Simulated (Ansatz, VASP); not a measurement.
## MgBe: VASP beside Ansatz

The input INCAR:

```
ALGO = Normal ; EDIFF = 1E-6
EDIFFG = -0.005 ; ENCUT = 600
GGA = PE ; IBRION = 2
ISIF = 3 ; ISMEAR = 0
LASPH = True ; LCHARG = False
LREAL = False ; LWAVE = False
NELM = 100 ; NSW = 100
PREC = Accurate ; SIGMA = 0.1
```

Contents of KPOINTS:

```
k-points
0
Gamma
  14 14 14
```

Contents of POSCAR:

```
MgBe
1.0
    3.1654035142      0.0000000000      0.0000000000
    0.0000000000      3.1654035142      0.0000000000
    0.0000000000      0.0000000000      3.1654035142
Mg Be
1 1
Direct
    0.5000000000      0.5000000000      0.5000000000
    0.0000000000      0.0000000000      0.0000000000
```

Input for Ansatz:

```yaml
crystal:
  lattice:
    - [3.1654035142, 0.0, 0.0]
    - [0.0, 3.1654035142, 0.0]
    - [0.0, 0.0, 3.1654035142]
  atoms:
    - { symbol: Mg, position: [0.5, 0.5, 0.5] }
    - { symbol: Be, position: [0.0, 0.0, 0.0] }
basis:
  ecutwfc: 420
kpoints:
  mp_grid: { grid: [14, 14, 14] }
hamiltonian:
  xc: pbe
scf:
  occupations: { method: gaussian, width: 0.1 }
output:
  forces: true
  stress: true
  eigenvalues: true
relax:
  adjacent_minimum: "off"
  f_tol: 0.005
  max_steps: 80
  cell: { stress_tol: 0.05 }
```

Alike in both runs: task relaxation of cell and atoms; functional PBE; k mesh 14 × 14 × 14; occupations gaussian, width 0.1 eV; no spin polarisation.

```csv
,VASP,Ansatz
version,VASP 6.6.1,Ansatz 0.2.0
potentials or method,"VASP PAW PBE potentials, release 64 (Mg, Be), cutoff 600 eV","scalar-relativistic, plane waves, PAW"
valence electrons in the cell,4,12
```

```tsv
	VASP	Ansatz	Ansatz less VASP
gap on the k mesh at the Fermi level, each at its own relaxed structure (eV)	none	none	-
relaxed volume (Å³/atom)	14.68	14.69	+0.014
relaxed length of the cell vector where the two differ most in proportion (Å)	3.085	3.086	+0.0010
```

A gap of «none» marks a metal or a gap that the smearing closes. VASP's potentials hold 4 valence electrons a cell and Ansatz's 12, so a difference there can come from the potentials and not from the codes.
